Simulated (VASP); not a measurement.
Set up this calculation in VASP 6.6.1, as the native input.

* Task: relaxation of cell and atoms
* Functional: PBE
* Potentials or basis: VASP PAW PBE potentials, release 64 (B, I)
* Cutoff: 600 eV
* k mesh: 6 × 6 × 12
* Occupations: gaussian, width 0.1 eV
* Spin: no spin polarisation
* Dipole correction: no
* Further INCAR settings: ALGO = Normal; EDIFF = 1e-06; IBRION = 2; EDIFFG = -0.01; NSW = 100; ISIF = 3

The structure of B3I2 lies in POSCAR:

```
B3I2
1.0
    3.9041111553     -4.7679242456      0.0000000000
    3.9041111553      4.7679242456      0.0000000000
    0.0000000000      0.0000000000      3.0589043165
B I
3 2
Direct
    0.4119789115      0.5880210885      0.0000000000
    0.5880210885      0.4119789115      0.0000000000
    0.5000000000      0.5000000000      0.5000000000
    0.0000000000      0.5000000000      0.0000000000
    0.5000000000      0.0000000000      0.0000000000
```

The cell was built from a structure type or drawn by symmetry, and may not be a known phase.

These files were run (other wordings do the same):

INCAR

```
ALGO = Normal
EDIFF = 1E-6
EDIFFG = -0.01
ENCUT = 600
GGA = PE
IBRION = 2
ISIF = 3
ISMEAR = 0
LASPH = True
LCHARG = False
LREAL = False
LWAVE = False
NELM = 100
NSW = 100
PREC = Accurate
SIGMA = 0.1
```

KPOINTS

```
k-points
0
Gamma
  6 6 12
```

Potentials or basis: VASP PAW PBE potentials, release 64 (B, I).

The run is started by

```sh
$ cat potpaw_PBE.64/B/POTCAR potpaw_PBE.64/I/POTCAR > POTCAR
$ mpirun -np 1 vasp_std > vasp.out
```

Results of the run:

| Item | Value |
| --- | --- |
| Relaxed volume | 23.79 Å³/atom |
| Relaxed cell | a = 6.416 Å, b = 6.416 Å, c = 2.986 Å, α = 90.00°, β = 90.00°, γ = 104.64° |
| Space group after relaxing (to 0.1 Å) | Cmmm (No. 65) |
| Energy gained by relaxing | 22.6 meV/atom |
| Ionic steps | 19 |
| Pressure after relaxing | 0.1 GPa |
| Band gap on the k mesh | zero (an odd number of electrons rules out a gap without spin polarisation) |

Caveat: spin-orbit coupling is left out, which moves the levels of the heavy elements; an odd number of electrons without spin polarisation forces a metal; a magnetic or distorted state may lie lower.

Run time: 14 min on 1 thread of Intel(R) Xeon(R) Platinum 8559C (Emerald Rapids), on a shared host, peak memory 0.37 GiB.
